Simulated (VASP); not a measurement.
# Li2Ru (P-3m1) in VASP: a series of runs

Runs on Li2Ru. Level: PBE. Tasks: single point, relaxation of cell and atoms.

All numbers are computed with VASP 6.6.1; they aren't measurements. Logs are shortened: lines on timing, memory, paths and dates and some standing lists are left out, and cuts for length are marked.

## (1) The cell of the first run

Symmetry: P-3m1, No. 164, trigonal system. Conventional cell: a = 2.666 Å, b = 2.666 Å, c = 7.106 Å, α = 90.00°, β = 90.00°, γ = 120.00°. Within 3.5 Å of Li (site symmetry 3m) lie 9 Li at 2.67 to 3.11 Å and 3 Ru at 2.69 Å. Ru (site symmetry -3m) has 6 Ru at 2.67 Å and 6 Li at 2.69 Å within 3.5 Å.

## (2) Single point, PBE

File INCAR:

```
  PREC = Accurate
  ENCUT = 520
  EDIFF = 1E-6
  ISMEAR = 0
  SIGMA = 0.1
  LREAL = False
  LASPH = True
  NELM = 80
  ALGO = Normal
  ISIF = 2
  LWAVE = False
  LCHARG = False
  GGA = PE
  NBANDS = 17
```

File KPOINTS:

```
Automatic mesh
0
Gamma
  6 6 4
```

File POSCAR:

```
Li2Ru
1.0
    2.6656960640     -0.0000000025      0.0000000000
   -1.3328480298      2.3085605115      0.0000000000
    0.0000000000      0.0000000000      7.1056122686
Li Ru
2 1
Direct
    0.6666666667      0.3333333333      0.6899040367
    0.3333333333      0.6666666667      0.3100959633
    0.0000000000      0.0000000000      0.0000000000
```

Potentials or basis: VASP PAW PBE potentials, release 64 (Li_sv, Ru_pv).

Launch:

```bash
> cat potpaw_PBE.64/Li_sv/POTCAR potpaw_PBE.64/Ru_pv/POTCAR > POTCAR
> mpirun -np 1 vasp_std > vasp.out
```

OUTCAR:

```text
PREC = Accurate
   ENCUT = 520
   EDIFF = 1E-6
   ISMEAR = 0
   LREAL = False
   LASPH = True
   NELM = 80
   ISIF = 2
   GGA = PE

 ion  position               nearest neighbor table
   1  0.667  0.333  0.690-   3 2.69   3 2.69   3 2.69
   2  0.333  0.667  0.310-   3 2.69   3 2.69   3 2.69
   3  0.000  0.000  0.000-   1 2.69   2 2.69   1 2.69   2 2.69   1 2.69   2 2.69

  LATTYP: Found a hexagonal cell.
 ALAT       =     2.6656960640
 C/A-ratio  =     2.6655748060

  Lattice vectors:

 A1 = (   2.6656960640,  -0.0000000025,   0.0000000000)
 A2 = (  -1.3328480298,   2.3085605115,   0.0000000000)
 A3 = (   0.0000000000,   0.0000000000,   7.1056122686)

Analysis of symmetry for initial positions (statically):
=====================================================================
 Subroutine PRICEL returns:
 Original cell was already a primitive cell.

 Routine SETGRP: Setting up the symmetry group for a
 hexagonal supercell.

 Subroutine GETGRP returns: Found 12 space group operations
 (whereof 12 operations were pure point group operations)
 out of a pool of 24 trial point group operations.

The static configuration has the point symmetry D_3d.

Analysis of symmetry for dynamics (positions and initial velocities):
=====================================================================
 Subroutine PRICEL returns:
 Original cell was already a primitive cell.

 Routine SETGRP: Setting up the symmetry group for a
 hexagonal supercell.

 Subroutine GETGRP returns: Found 12 space group operations
 (whereof 12 operations were pure point group operations)
 out of a pool of 24 trial point group operations.

The dynamic configuration has the point symmetry D_3d.

 Subroutine INISYM returns: Found 12 space group operations
 (whereof 12 operations are pure point group operations),
 and found     1 'primitive' translations

----------------------------------------------------------------------------------------

                                     Primitive cell

  volume of cell :      43.7274

  direct lattice vectors                    reciprocal lattice vectors
     2.665696064 -0.000000003  0.000000000     0.375136541  0.216585182  0.000000000
    -1.332848030  2.308560512  0.000000000     0.000000000  0.433170365  0.000000000
     0.000000000  0.000000000  7.105612269     0.000000000  0.000000000  0.140733826

  length of vectors
[... 82 lines left out ...]
   NELM   =     80;   NELMIN=  2; NELMDL= -5     # of ELM steps
   EDIFF  = 0.1E-05   stopping-criterion for ELM
   LREAL  =      F    real-space projection
   EDIFFG = 0.1E-04   stopping-criterion for IOM
   NSW    =      0    number of steps for IOM
   IBRION =     -1    ionic relax: 0-MD 1-quasi-New 2-CG
   NFREE  =      0    steps in history (QN), initial steepest desc. (CG)
   ISIF   =      2    stress and relaxation
   ISYM   =      2    0-nonsym 1-usesym 2-fastsym
   POTIM  = 0.5000    time-step for ionic-motion
   TEBEG  =    0.0;   TEEND  =   0.0 temperature during run
   PSTRESS=    0.0 pullay stress
   NELECT =      20.0000    total number of electrons
   NUPDOWN=      -1.0000    fix difference up-down
   EMIN   =  10.00;   EMAX   =-10.00  energy-range for DOS
   EFERMI =   0.00;   METHOD = LEGACY
   ISMEAR =     0;   SIGMA  =   0.10  broadening in eV -4-tet -1-fermi 0-gaus
   EFERMI_NEDOS =   21; number of points for ismear=-14 and -15
   IALGO  =     38    algorithm
   IMIX   =      4    mixing-type and parameters
     AMIX     =   0.40;   BMIX     =  1.00
     AMIX_MAG =   1.60;   BMIX_MAG =  1.00
  volume/ion in A,a.u.               =      14.58        98.36
  Fermi-wavevector in a.u.,A,eV,Ry     =   1.261344  2.383595 21.646730  1.590990
  Thomas-Fermi vector in A             =   2.394808
   LORBIT       =      0    0 simple, 1 ext, 2 COOP (PROOUT), +10 PAW based schemes
   GGA     = PE    functional components
   LHFCALC =     F    Hartree Fock is set to
   AEXX    =    0.0000 exact exchange contribution
   IVDW    =     0    specifies the selected vdW correction
   LEPSILON=     F    determine dielectric tensor
   LRPA    =     F    only Hartree local field effects (RPA)
 non-spin polarized calculation
 Gauss-broadening in eV      SIGMA  =   0.10
  energy-cutoff  :      520.00
  volume of cell :       43.73
 maximum number of plane-waves:      1203
   NGX =  9   NGY =  9   NGZ = 27

 number of electron      20.0000009 magnetization

 Free energy of the ion-electron system (eV)
  ---------------------------------------------------
  ext. energy  EPLUGINS =         0.00000000
  ---------------------------------------------------
  free energy    TOTEN  =       -12.68684618 eV

  energy without entropy =      -12.67126316  energy(sigma->0) =      -12.67905467

 E-fermi :   4.6390     XC(G=0):  -9.8068

 val. band max:        4.5855137962   @ k =   0.0000   0.0000   0.5000
 cond. band min:       4.6446991844   @ k =   0.1667   0.1667   0.5000
 fundamental gap:      0.0591853882
 Fermi energy:         4.6390218006

 k-point     1 :       0.0000    0.0000    0.0000
  band No.  band energies     occupation
      1     -41.0887      2.00000
      2     -41.0831      2.00000
      3     -37.7211      2.00000
      4     -37.3156      2.00000
      5     -37.3156      2.00000
      6      -1.0402      2.00000
[... 457 lines left out ...]
      4     -37.9024      2.00000
      5     -37.5854      2.00000
      6       2.3316      2.00000
[... 9 lines left out ...]
     16      13.1459      0.00000
     17      14.9704      0.00000

------------------------ aborting loop because EDIFF is reached ----------------------------------------

  FORCE on cell =-STRESS in cart. coord.  units (eV):
  Direction    XX          YY          ZZ          XY          YZ          ZX
  --------------------------------------------------------------------------------------
  -------------------------------------------------------------------------------------
  Total       -0.0645904     -0.0645904     -0.0666494     -0.0000000     -0.0000000      0.0000000
  in kB       -2.3665998     -2.3665998     -2.4420421     -0.0000000     -0.0000000      0.0000000
  external PRESSURE =      -2.3917472 kB  Pullay stress =       0.0000000 kB

 VOLUME and BASIS-vectors are now :
 -----------------------------------------------------------------------------
  energy-cutoff  :      520.00
  volume of cell :       43.73
      direct lattice vectors                 reciprocal lattice vectors
     2.665696064 -0.000000003  0.000000000     0.375136541  0.216585182  0.000000000
    -1.332848030  2.308560512  0.000000000     0.000000000  0.433170365  0.000000000
     0.000000000  0.000000000  7.105612269     0.000000000  0.000000000  0.140733826

 POSITION                                       TOTAL-FORCE (eV/Angst)
 -----------------------------------------------------------------------------------
      1.33285      0.76952      4.90219        -0.000000     -0.000000      0.019374
      0.00000      1.53904      2.20342         0.000000      0.000000     -0.019374
      0.00000      0.00000      0.00000         0.000000      0.000000      0.000000
 -----------------------------------------------------------------------------------
    total drift:                                0.000000     -0.000000      0.000000

  FREE ENERGIE OF THE ION-ELECTRON SYSTEM (eV)
  ---------------------------------------------------
  free  energy   TOTEN  =       -12.6868461750 eV

  energy  without entropy=      -12.6712631638  energy(sigma->0) =      -12.67905467
```

OSZICAR:

```text
N       E                     dE             d eps       ncg     rms          rms(c)
DAV:   1     0.150119450917E+03    0.15012E+03   -0.10789E+04   840   0.123E+03
DAV:   2    -0.378435949978E+01   -0.15390E+03   -0.14912E+03   897   0.335E+02
DAV:   3    -0.135507773666E+02   -0.97664E+01   -0.96308E+01  1587   0.584E+01
DAV:   4    -0.137166823645E+02   -0.16590E+00   -0.16579E+00   986   0.956E+00
DAV:   5    -0.137209287677E+02   -0.42464E-02   -0.42450E-02  1276   0.106E+00    0.104E+01
DAV:   6    -0.135868119048E+02    0.13412E+00   -0.14062E+01  1005   0.193E+01    0.523E+00
DAV:   7    -0.127684091487E+02    0.81840E+00   -0.73084E+00   953   0.913E+00    0.262E+00
DAV:   8    -0.126914616310E+02    0.76948E-01   -0.24986E-01   955   0.358E+00    0.534E-01
DAV:   9    -0.126902482336E+02    0.12134E-02   -0.45619E-02  1093   0.731E-01    0.447E-01
DAV:  10    -0.126868561554E+02    0.33921E-02   -0.92536E-03   984   0.275E-01    0.113E-01
DAV:  11    -0.126868532331E+02    0.29223E-05   -0.32639E-04  1148   0.128E-01    0.148E-02
DAV:  12    -0.126868491002E+02    0.41329E-05   -0.14947E-05  1010   0.326E-02    0.978E-03
DAV:  13    -0.126868462390E+02    0.28611E-05   -0.51677E-06   972   0.118E-02    0.228E-03
DAV:  14    -0.126868461750E+02    0.63995E-07   -0.83242E-07   552   0.423E-03
   1 F= -.12686846E+02 E0= -.12679055E+02  d E =-.155830E-01
```

stdout:

```text
POSCAR found type information on POSCAR LiRu
 POSCAR found :  2 types and       3 ions
 scaLAPACK will be used
 LDA part: xc-table for (Slater+PW92), standard interpolation
 POSCAR, INCAR and KPOINTS ok, starting setup
 FFT: planning ... GRIDC
 FFT: planning ... GRID_SOFT
 FFT: planning ... GRID
 WAVECAR not read
 entering main loop
```

Run time: 12 s. Hardware: 1 thread of Intel Xeon Platinum 8375C at 2.90GHz (Ice Lake), shared host; peak memory 0.16 GiB.

What came out:

| Item | Value |
| --- | --- |
| Free energy | -12.6868 eV |
| Largest force | 0.019 eV/Å |
| Band gap on the k mesh | zero (band 10 reaches 5.77 eV, above the bottom of band 11 at 3.24 eV) |

Forces on the atoms (eV/Å):
```
Li   0.000  0.000  0.019
Li   0.000  0.000 -0.019
Ru   0.000  0.000  0.000
```

Caveat: the k points lie up to 0.45 Å⁻¹ apart; the cutoff is under 1.25 times the usual one of these potentials, so pressure, stress and relaxed cells hold a basis-set (Pulay) error.

## (3) Single point, PBE

This run uses another cell than the first one, of 18.56 Å³/atom, 1.273 times its volume.

File INCAR:

```
SYSTEM = Li2Ru
PREC     = Accurate       ! precision mode
ENCUT    = 520            ! plane-wave cutoff, eV
EDIFF    = 1E-6           ! SCF threshold, eV
ISMEAR   = 0              ! smearing method
SIGMA    = 0.1            ! smearing width, eV
LREAL    = .FALSE.        ! projectors in reciprocal space
LASPH    = .TRUE.         ! aspherical terms in the spheres
NELM     = 60             ! most SCF steps
ALGO     = Normal         ! electronic algorithm
ISIF     = 2              ! what is computed and relaxed
LWAVE    = .FALSE.        ! write WAVECAR
LCHARG   = .TRUE.         ! write CHGCAR
GGA      = PE             ! functional
LELF     = .TRUE.         ! ELF
LVHAR    = .TRUE.       
NBANDS   = 17             ! bands
```

File KPOINTS:

```
Automatic mesh
0
G
  6 6 4
  0 0 0
```

File POSCAR:

```
Li2Ru
1.0
    3.0365666900      0.0000000000      0.0000000000
   -1.5182833400      2.6297438900      0.0000000000
    0.0000000000      0.0000000000      6.9733122800
Li Ru
2 1
Direct
    0.6666666700      0.3333333300      0.6757998300
    0.3333333300      0.6666666700      0.3242001700
    0.0000000000      0.0000000000      0.0000000000
```

Potentials or basis: VASP PAW PBE potentials, release 64 (Li_sv, Ru_pv).

Launch:

```bash
> cat potpaw_PBE.64/Li_sv/POTCAR potpaw_PBE.64/Ru_pv/POTCAR > POTCAR
> mpirun -np 1 vasp_std > vasp.out
```

Wall time 17 s (1 thread of Intel Xeon Platinum 8375C at 2.90GHz (Ice Lake), shared host); peak memory 0.18 GiB.

The run converged. Its results:

```yaml
Free_energy: -11.6994 eV
Largest_force: 0.686 eV/Å
Band_gap_on_the_k_mesh: zero (band 10 reaches 3.76 eV, above the bottom of band 11 at 2.19 eV)
```

Forces on the atoms (eV/Å):
```
Li   0.000  0.000  0.686
Li   0.000  0.000 -0.686
Ru   0.000  0.000  0.000
```

Levels at points of the mesh, in eV from the Fermi level:
```
           k point  band 7  band 8  band 9  band 10  band 11  band 12  band 13  band 14
(0.00, 0.00, 0.00)   -2.60   -0.83   -0.83    -0.67    -0.62     0.44     0.44     7.52
(0.50, 0.00, 0.00)   -2.09   -0.98   -0.02     0.96     1.40     1.98     2.56     4.38
(0.00, 0.00, 0.50)   -2.74   -1.79   -0.83    -0.83     0.44     0.44     1.14     5.38
(0.50, 0.00, 0.50)   -2.08   -0.77   -0.02     0.47     1.40     1.99     2.38     4.76
```

Caveat: the k points lie up to 0.40 Å⁻¹ apart; the cutoff is under 1.25 times the usual one of these potentials, so pressure, stress and relaxed cells hold a basis-set (Pulay) error.

## (4) Single point, PBE, collinear spin, ferromagnetic start

File INCAR:

```
SYSTEM = Li2Ru
ALGO = Normal
EDIFF = 1E-6
ENCUT = 520
GGA = PE
ISIF = 2
ISMEAR = 0
ISPIN = 2
LASPH = .TRUE.
LCHARG = .FALSE.
LMAXMIX = 4
LORBIT = 11
LREAL = .FALSE.
LWAVE = .FALSE.
MAGMOM = 0 0 1
NBANDS = 21
NELM = 150
PREC = Accurate
SIGMA = 0.1
```

File KPOINTS:

```
k-points
0
G
  6 6 4
  0 0 0
```

File POSCAR:

```
Li2Ru
1.0
    2.6656960640      0.0000000000      0.0000000000
   -1.3328480320      2.3085605102      0.0000000000
    0.0000000000      0.0000000000      7.1056122686
Li Ru
2 1
Direct
    0.6666666667      0.3333333333      0.6899040367
    0.3333333333      0.6666666667      0.3100959633
    0.0000000000      0.0000000000      0.0000000000
```

Launch:

```bash
> cat potpaw_PBE.64/Li_sv/POTCAR potpaw_PBE.64/Ru_pv/POTCAR > POTCAR
> mpirun -np 1 vasp_std > vasp.out
```

Wall time 35 s (1 thread of Intel Xeon Platinum 8375C at 2.90GHz (Ice Lake), shared host); peak memory 0.19 GiB.

Results (log left out):

```
Free energy                                           : -12.6894 eV
Largest force                                         : 0.030 eV/Å
Net moment                                            : 0.19 μB per cell
Site moments                                          : Li -0.00; Ru +0.20 μB
Valence electrons inside the program's atomic spheres : Li 2.11; Ru 12.55
```

Forces on the atoms (eV/Å):
```
Li   0.000  0.000  0.030
Li   0.000  0.000 -0.030
Ru   0.000  0.000  0.000
```

Levels at points of the mesh, in eV from the Fermi level:
Spin up:
| k point | band 7 | band 8 | band 9 | band 10 | band 11 | band 12 | band 13 | band 14 |
| --- | --- | --- | --- | --- | --- | --- | --- | --- |
| (0.00, 0.00, 0.00) | -3.57 | -1.73 | -1.54 | -1.54 | -1.37 | 0.76 | 0.76 | 5.98 |
| (0.50, 0.00, 0.00) | -3.60 | -1.33 | -0.06 | 1.15 | 2.48 | 2.52 | 2.98 | 5.29 |
| (0.00, 0.00, 0.50) | -3.13 | -3.09 | -1.54 | -1.54 | -0.04 | 0.76 | 0.76 | 4.62 |
| (0.50, 0.00, 0.50) | -3.59 | -1.21 | -0.06 | 0.63 | 2.52 | 2.69 | 3.06 | 6.19 |
Spin down:
| k point | band 6 | band 7 | band 8 | band 9 | band 10 | band 11 | band 12 | band 13 | band 14 | band 15 |
| --- | --- | --- | --- | --- | --- | --- | --- | --- | --- | --- |
| (0.00, 0.00, 0.00) | -5.64 | -3.55 | -1.73 | -1.44 | -1.44 | -1.38 | 1.02 | 1.02 | 5.97 | 9.81 |
| (0.50, 0.00, 0.00) | -4.51 | -3.43 | -1.27 | 0.18 | 1.14 | 2.49 | 2.63 | 2.99 | 5.26 | 8.04 |
| (0.00, 0.00, 0.50) | -5.61 | -3.12 | -3.08 | -1.44 | -1.44 | -0.04 | 1.02 | 1.02 | 4.62 | 11.26 |
| (0.50, 0.00, 0.50) | -4.51 | -3.41 | -1.15 | 0.18 | 0.61 | 2.63 | 2.70 | 3.06 | 6.19 | 7.16 |

Caveat: the k points lie up to 0.45 Å⁻¹ apart; the cutoff is under 1.25 times the usual one of these potentials, so pressure, stress and relaxed cells hold a basis-set (Pulay) error.

## (5) Relaxation of cell and atoms, PBE

This run uses another cell than the first one, of 18.56 Å³/atom, 1.273 times its volume.

File INCAR:

```
SYSTEM = Li2Ru
PREC = Accurate
ENCUT = 600
EDIFF = 1E-7
ISMEAR = 0
SIGMA = 0.1
LREAL = .False.
LASPH = .True.
NELM = 100
ALGO = Normal
ISIF = 3
LWAVE = .False.
LCHARG = .False.
GGA = PE
IBRION = 2
NSW = 90
EDIFFG = -0.04
```

File KPOINTS:

```
Automatic mesh
0
Gamma
  6 6 4
  0 0 0
```

File POSCAR:

```
Li2Ru
1.0
    3.0365666900      0.0000000000      0.0000000000
   -1.5182833400      2.6297438900      0.0000000000
    0.0000000000      0.0000000000      6.9733122800
Li Ru
2 1
Direct
    0.6666666700      0.3333333300      0.6757998300
    0.3333333300      0.6666666700      0.3242001700
    0.0000000000      0.0000000000      0.0000000000
```

Launch:

```bash
> cat potpaw_PBE.64/Li_sv/POTCAR potpaw_PBE.64/Ru_pv/POTCAR > POTCAR
> mpirun -np 1 vasp_std > vasp.out
```

It took 2.1 min on 1 thread of Intel Xeon Platinum 8375C at 2.90GHz (Ice Lake), shared host; peak memory 0.19 GiB.

Results (log left out):

- Free energy: -12.7012 eV
- Relaxed volume: 14.47 Å³/atom
- Relaxed cell: a = 2.664 Å, b = 2.664 Å, c = 7.066 Å, α = 90.00°, β = 90.00°, γ = 120.00°
- Space group after relaxing (to 0.05 Å): P-3m1 (No. 164)
- Energy gained by relaxing: 334.1 meV/atom
- Ionic steps: 11
- Pressure after relaxing: 0.1 GPa
- Largest force after relaxing: 0.004 eV/Å
- Band gap on the k mesh: zero (band 10 reaches 5.81 eV, above the bottom of band 11 at 3.31 eV)

Forces on the atoms (eV/Å):
```
Li   0.000  0.000  0.004
Li   0.000  0.000 -0.004
Ru   0.000  0.000  0.000
```

Stress tensor (GPa, compression positive):
```
0.03 0.00 0.00
0.00 0.03 0.00
0.00 0.00 0.25
```

The path:
| step | energy change (eV) | largest force (eV/Å) | pressure (GPa) | volume (Å³) |
| --- | --- | --- | --- | --- |
| 1 | 0.0000 | 0.6877 | -13.02 | 55.68 |
| 2 | -0.9079 | 0.2658 | -4.19 | 44.31 |
| 3 | -0.9639 | 0.1057 | 0.94 | 41.83 |
| 4 | -0.9640 | 0.0876 | 1.58 | 41.58 |
| 5 | -0.9861 | 0.1071 | 1.39 | 42.04 |
| 6 | -0.9932 | 0.1201 | 1.28 | 42.53 |
| 7 | -0.9973 | 0.1400 | -0.73 | 43.56 |
| 8 | -0.9975 | 0.1365 | -0.39 | 43.38 |
| 9 | -1.0000 | 0.0944 | -0.23 | 43.36 |
| 10 | -1.0019 | 0.0112 | 0.10 | 43.33 |
| 11 | -1.0023 | 0.0037 | 0.10 | 43.42 |

Final structure:
```
CELL_PARAMETERS angstrom
2.66379 0.00000 0.00000
-1.33189 2.30691 0.00000
0.00000 0.00000 7.06583
ATOMIC_POSITIONS crystal
Li 0.66667 0.33333 0.68964
Li 0.33333 0.66667 0.31036
Ru 0.00000 0.00000 0.00000
```

Levels at points of the mesh, in eV from the Fermi level:
```csv
k point,band 6,band 7,band 8,band 9,band 10,band 11,band 12,band 13,band 14
"(0.00, 0.00, 0.00)",-5.69,-3.59,-1.73,-1.53,-1.53,-1.38,0.86,0.86,6.07
"(0.50, 0.00, 0.00)",-4.59,-3.56,-1.34,0.02,1.12,2.49,2.55,2.98,5.28
"(0.00, 0.00, 0.50)",-5.66,-3.14,-3.12,-1.53,-1.53,-0.02,0.86,0.86,4.70
"(0.50, 0.00, 0.50)",-4.59,-3.55,-1.22,0.02,0.59,2.55,2.68,3.06,6.22
```

Caveat: the k points lie up to 0.45 Å⁻¹ apart in the final cell; the cutoff is under 1.25 times the usual one of these potentials, so pressure, stress and relaxed cells hold a basis-set (Pulay) error; the volume moved by over 15 % at a fixed basis, so the end points are rough.

(Continued in part 2 of 2.)
